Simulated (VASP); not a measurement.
# Si (a cell with a defect) in VASP: single point with PBE

Aim: the single point of Si (a cell with a defect) with PBE.

All numbers are computed with VASP 6.6.1; they aren't measurements. Logs are shortened: lines on timing, memory, paths and dates and some standing lists are left out, and cuts for length are marked.

## Step 1: The cell of the first run

The cell holds a defect, 31 atoms: a = 7.590 Å, b = 7.590 Å, c = 12.710 Å, α = 90.00°, β = 90.00°, γ = 120.00°.

## Step 2: Single point, PBE, collinear spin

File INCAR:

```
SYSTEM = Si
ALGO = Normal ; EDIFF = 1E-7
ENCUT = 520 ; GGA = PE
ISIF = 2 ; ISMEAR = 0
ISPIN = 2 ; LASPH = .True.
LCHARG = .True. ; LELF = .True.
LORBIT = 11 ; LREAL = Auto
LVHAR = .True. ; LWAVE = .False.
MAGMOM = 0 0 0 0 0 0 0 0 0 0 0 0.2 0 0 0 0.2 0.2 0 0.2 0 0 0 0 0 0 0 0 0 0 0 0 ; NBANDS = 87
NELECT = 125.0 ; NELM = 150
PREC = Accurate ; SIGMA = 0.05
```

File KPOINTS:

```
k-points
0
Gamma
  3 3 1
  0 0 0
```

File POSCAR:

```
Si
1.0
    7.5896000000      0.0000000000      0.0000000000
   -3.7948000000      6.5727860000      0.0000000000
    0.0000000000      0.0000000000     12.7099000000
Si
31
Direct
    0.0041827407      0.5024642886      0.4065046538
    0.4974641280     -0.0042258896      0.4064381184
    0.4975517752      0.5025208774      0.4065003226
   -0.0002001188      0.0004756013      0.9079939758
   -0.0016338646      0.4996689109      0.9067422312
    0.5004930227      0.0018358643      0.9066950742
    0.5004688957      0.4996727034      0.9067246559
   -0.0003579008     -0.0000858956      0.0934102669
    0.0010980490      0.5005548140      0.0967496636
    0.4992074569     -0.0010186432      0.0966001680
    0.4987723959      0.5006735121      0.0967733519
    0.0001538019      0.0018447621      0.5548326853
   -0.0014753997      0.5003516624      0.5911514345
    0.5003700790      0.0019144268      0.5911008382
    0.5007707224      0.5002706744      0.5911409917
    0.1504656995      0.3016648280      0.3573915738
    0.1509877870      0.8488421829      0.3564196364
    0.6664022922      0.3335777897      0.3472050465
    0.6974656153      0.8490387037      0.3566934544
    0.3291281931      0.1651239284      0.8390769808
    0.3331074667      0.6670917872      0.8433118573
    0.8350968161      0.1651496668      0.8391069283
    0.8351674651      0.6711825990      0.8390722817
    0.1639714054      0.3286234845      0.1644812803
    0.1643859448      0.8354589179      0.1639992267
    0.6663988963      0.3335842715      0.1592941449
    0.6705815224      0.8355555153      0.1641293369
    0.3211030284      0.1614872981      0.6469203791
    0.3331741169      0.6673340978      0.6555059245
    0.8391545533      0.1615909329      0.6470037179
    0.8396348664      0.6803599603      0.6467848835
```

Potentials or basis: VASP PAW PBE potentials, release 64 (Si).

Started as:

```console
cat potpaw_PBE.64/Si/POTCAR > POTCAR
mpirun -np 1 vasp_std > vasp.out
```

OUTCAR:

```text
SYSTEM = Si
   EDIFF = 1E-7
   ENCUT = 520
   GGA = PE
   ISIF = 2
   ISMEAR = 0
   ISPIN = 2
   LASPH = .True.
   LORBIT = 11
   LREAL = Auto
   NELECT = 125.0
   NELM = 150
   PREC = Accurate

 ion  position               nearest neighbor table
   1  0.004  0.502  0.407-  18 2.34  13 2.35  17 2.37  16 2.37
   2  0.497  0.996  0.406-  18 2.34  14 2.35  17 2.37  19 2.37
   3  0.498  0.503  0.407-  18 2.34  15 2.35  19 2.37  16 2.37
   4  1.000  0.000  0.908-  23 2.33  20 2.34  22 2.34   8 2.36
   5  0.998  0.500  0.907-  21 2.34  22 2.36  23 2.36   9 2.42
   6  0.500  0.002  0.907-  21 2.34  22 2.36  20 2.36  10 2.41
   7  0.500  0.500  0.907-  21 2.34  20 2.36  23 2.36  11 2.42
   8  1.000  1.000  0.093-  24 2.34  27 2.34  25 2.34   4 2.36
   9  0.001  0.501  0.097-  26 2.34  25 2.36  24 2.36   5 2.42
  10  0.499  0.999  0.097-  26 2.34  25 2.36  27 2.36   6 2.41
  11  0.499  0.501  0.097-  26 2.34  27 2.36  24 2.36   7 2.42
  12  0.000  0.002  0.555-  30 2.41  28 2.41  31 2.41
  13  0.999  0.500  0.591-  30 2.34  31 2.34  29 2.35   1 2.35
  14  0.500  0.002  0.591-  30 2.34  28 2.34  29 2.35   2 2.35
  15  0.501  0.500  0.591-  28 2.34  31 2.34  29 2.35   3 2.35
  16  0.150  0.302  0.357-   1 2.37   3 2.37  24 2.46
  17  0.151  0.849  0.356-   1 2.37   2 2.37  25 2.45
  18  0.666  0.334  0.347-   2 2.34   1 2.34   3 2.34  26 2.39
  19  0.697  0.849  0.357-   3 2.37   2 2.37  27 2.45
  20  0.329  0.165  0.839-   4 2.34   7 2.36   6 2.36  28 2.44
  21  0.333  0.667  0.843-   6 2.34   5 2.34   7 2.34  29 2.39
  22  0.835  0.165  0.839-   4 2.34   5 2.36   6 2.36  30 2.44
  23  0.835  0.671  0.839-   4 2.33   7 2.36   5 2.36  31 2.44
  24  0.164  0.329  0.164-   8 2.34  11 2.36   9 2.36  16 2.46
  25  0.164  0.835  0.164-   8 2.34   9 2.36  10 2.36  17 2.45
  26  0.666  0.334  0.159-  11 2.34   9 2.34  10 2.34  18 2.39
  27  0.671  0.836  0.164-   8 2.34  11 2.36  10 2.36  19 2.45
  28  0.321  0.161  0.647-  15 2.34  14 2.34  12 2.41  20 2.44
  29  0.333  0.667  0.656-  14 2.35  13 2.35  15 2.35  21 2.39
  30  0.839  0.162  0.647-  13 2.34  14 2.34  12 2.41  22 2.44
  31  0.840  0.680  0.647-  15 2.34  13 2.34  12 2.41  23 2.44

  LATTYP: Found a hexagonal cell.
 ALAT       =     7.5896000000
 C/A-ratio  =     1.6746468852

  Lattice vectors:

 A1 = (   7.5896000000,   0.0000000000,   0.0000000000)
 A2 = (  -3.7948000000,   6.5727860000,   0.0000000000)
 A3 = (   0.0000000000,   0.0000000000,  12.7099000000)

Analysis of symmetry for initial positions (statically):
=====================================================================
 Subroutine PRICEL returns:
 Original cell was already a primitive cell.

 Routine SETGRP: Setting up the symmetry group for a
 hexagonal supercell.

 Subroutine GETGRP returns: Found  1 space group operations
 (whereof  1 operations were pure point group operations)
[... 213 lines left out ...]

  energy without entropy =     -158.82040083  energy(sigma->0) =     -158.82361405

 E-fermi :   5.8414     XC(G=0):  -9.3986

 val. band max:        5.8115437200   @ k =   0.3333   0.3333   0.0000
 cond. band min:       5.9525386467   @ k =   0.0000   0.3333   0.0000
 fundamental gap:      0.1409949268
 Fermi energy:         5.8413664162

 spin component 1

 k-point     1 :       0.0000    0.0000    0.0000
  band No.  band energies     occupation
      1      -6.2747      1.00000
      2      -5.5562      1.00000
      3      -5.4148      1.00000
      4      -4.0391      1.00000
      5      -3.9779      1.00000
      6      -3.9751      1.00000
[... 374 lines left out ...]
     73       8.5298      0.00000
     74       8.5419      0.00000
 Fermi energy:         5.8413664162

 spin component 2

 k-point     1 :       0.0000    0.0000    0.0000
  band No.  band energies     occupation
      1      -6.2553      1.00000
      2      -5.5378      1.00000
      3      -5.3982      1.00000
      4      -4.0251      1.00000
      5      -3.9571      1.00000
      6      -3.9541      1.00000
[... 374 lines left out ...]
     73       8.5480      0.00000
     74       8.5606      0.00000
 [bands above 74 left out]

------------------------ aborting loop because EDIFF is reached ----------------------------------------

  FORCE on cell =-STRESS in cart. coord.  units (eV):
  Direction    XX          YY          ZZ          XY          YZ          ZX
  --------------------------------------------------------------------------------------
  -------------------------------------------------------------------------------------
  Total       15.8237093     15.8280466     -5.5049255      0.0077020      0.1308705     -0.0361543
  in kB       39.9860372     39.9969973    -13.9107811      0.0194628      0.3307057     -0.0913608
  external PRESSURE =      22.0240845 kB  Pullay stress =       0.0000000 kB

 VOLUME and BASIS-vectors are now :
 -----------------------------------------------------------------------------
  energy-cutoff  :      520.00
  volume of cell :      634.03
      direct lattice vectors                 reciprocal lattice vectors
     7.589600000  0.000000000  0.000000000     0.131759249  0.076071243  0.000000000
    -3.794800000  6.572786000  0.000000000     0.000000000  0.152142486  0.000000000
     0.000000000  0.000000000 12.709900000     0.000000000  0.000000000  0.078678825

 POSITION                                       TOTAL-FORCE (eV/Angst)
 -----------------------------------------------------------------------------------
     -1.87501      3.30259      5.16663         0.047532      0.025469      0.012708
     -0.00321      6.54501      5.16579         0.002607     -0.053625      0.013285
      1.86925      3.30296      5.16658        -0.048402      0.023225      0.013226
      7.58628      0.00313     11.54051         0.000934     -0.001318      0.047914
      5.68106      3.28422     11.52460        -0.014163     -0.003395      0.111899
      3.79158      0.01207     11.52400        -0.001637      0.015899      0.110552
[... 23 lines left out ...]
      5.75564      1.06210      8.22335         0.089539     -0.053760      0.159836
      3.79066      4.47186      8.22057         0.000790      0.101320      0.163227
 -----------------------------------------------------------------------------------
    total drift:                                0.008068     -0.010987     -0.010124

  FREE ENERGIE OF THE ION-ELECTRON SYSTEM (eV)
  ---------------------------------------------------
  free  energy   TOTEN  =      -158.8268272742 eV

  energy  without entropy=     -158.8204008263  energy(sigma->0) =     -158.82361405

 total charge

# of ion       s       p       d       tot
------------------------------------------
    1        0.761   0.925   0.000   1.685
    2        0.760   0.925   0.000   1.685
    3        0.761   0.925   0.000   1.685
    4        0.750   0.957   0.000   1.708
    5        0.752   0.931   0.000   1.683
    6        0.752   0.932   0.000   1.683
[... 23 lines left out ...]
   30        0.761   0.914   0.000   1.676
   31        0.762   0.913   0.000   1.675
--------------------------------------------------
tot         23.614  28.424   0.000  52.038

 magnetization (x)

# of ion       s       p       d       tot
------------------------------------------
    1       -0.000   0.000   0.000   0.000
    2       -0.000   0.000   0.000   0.000
    3       -0.000   0.000   0.000   0.000
    4        0.001  -0.000   0.000   0.001
    5        0.000   0.006   0.000   0.006
    6        0.000   0.006   0.000   0.006
[... 23 lines left out ...]
   30        0.002   0.006   0.000   0.007
   31        0.002   0.006   0.000   0.007
--------------------------------------------------
tot          0.084   0.211   0.000   0.294
```

It took 19 min on 1 thread of Oxide Virtual Turin-like, shared host; peak memory 0.98 GiB.

Results:

* Free energy: -158.8268 eV
* Largest force: 0.323 eV/Å
* Net moment: 0.78 μB per cell
* Site moments: Si +0.00, +0.01, +0.10, +0.02, -0.00 (each value once) μB
* Valence electrons inside the program's atomic spheres: Si 1.69, 1.71, 1.68, 1.70, 1.60, 1.61 (each value once)

Forces in eV/Å, atoms in the order of the input:
```
Si   0.048  0.025  0.013
Si   0.003 -0.054  0.013
Si  -0.048  0.023  0.013
Si   0.001 -0.001  0.048
Si  -0.014 -0.003  0.112
Si  -0.002  0.016  0.111
Si   0.012 -0.003  0.113
Si   0.001  0.000 -0.068
Si   0.026  0.013 -0.149
Si   0.000 -0.031 -0.147
Si  -0.026  0.013 -0.151
Si   0.001 -0.006  0.107
Si  -0.031 -0.014  0.018
Si  -0.002  0.035  0.019
Si   0.030 -0.014  0.021
Si   0.001 -0.202 -0.252
Si  -0.176  0.103 -0.238
Si   0.000  0.000 -0.019
Si   0.172  0.106 -0.241
Si   0.096  0.055 -0.070
Si   0.002 -0.003  0.047
Si  -0.094  0.053 -0.068
Si  -0.001 -0.113 -0.071
Si  -0.002  0.112  0.135
Si   0.089 -0.052  0.131
Si   0.001  0.001 -0.006
Si  -0.092 -0.052  0.132
Si  -0.085 -0.054  0.162
Si   0.001 -0.002 -0.037
Si   0.090 -0.054  0.160
Si   0.001  0.101  0.163
```

Levels at points of the mesh, in eV from the Fermi level:
Spin up:
```csv
k point,band 60,band 61,band 62,band 63,band 64,band 65,band 66,band 67
"(0.00, 0.00, 0.00)",-0.31,-0.31,0.25,0.51,0.51,0.60,0.60,0.79
```
Spin down:
```tsv
k point	band 59	band 60	band 61	band 62	band 63	band 64	band 65	band 66
(0.00, 0.00, 0.00)	-0.71	-0.29	-0.29	0.37	0.53	0.53	0.62	0.62
```

Caveat: the k points lie up to 0.49 Å⁻¹ apart; the cell carries a net charge on a neutralising background, which shifts energy and pressure; the cell is charged against a uniform background, so pressure and absolute levels hang on convention.
